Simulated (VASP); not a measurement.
Input of a VASP 6.6.1 run:

File INCAR:

```
SYSTEM = Sr3W4
PREC = Accurate
ENCUT = 520
EDIFF = 1E-6
ISMEAR = 0
SIGMA = 0.1
LREAL = .False.
LASPH = .True.
NELM = 100
ALGO = Normal
ISIF = 2
LWAVE = .False.
LCHARG = .False.
GGA = PE
NBANDS = 52
```

File KPOINTS:

```
Automatic mesh
0
Gamma
  4 4 4
  0 0 0
```

Contents of POSCAR:

```
Sr3W4
1.0
    5.0641089600      0.0000000000      0.0000000000
    0.0000000000      5.0641089600      0.0000000000
    0.0000000000      0.0000000000      5.0641089600
Sr W
3 4
Direct
    0.5000000000      0.5000000000      0.0000000000
    0.0000000000      0.5000000000      0.5000000000
    0.5000000000      0.0000000000      0.5000000000
    0.5000000000      0.5000000000      0.5000000000
    0.5000000000      0.0000000000      0.0000000000
    0.0000000000      0.5000000000      0.0000000000
    0.0000000000      0.0000000000      0.5000000000
```

Potentials or basis: VASP PAW PBE potentials, release 64 (Sr_sv, W_sv).

The run is started by

```console
$ cat potpaw_PBE.64/Sr_sv/POTCAR potpaw_PBE.64/W_sv/POTCAR > POTCAR
$ mpirun -np 1 vasp_std > vasp.out
```

What does it give for the band gap on the k mesh?

Zero (bands 43 and 44 overlap by 1.07 eV).

Predict the pressure.

40.5 GPa.

Caveat: the cell stands under pressure; spin-orbit coupling is left out, which moves the levels of the heavy elements.
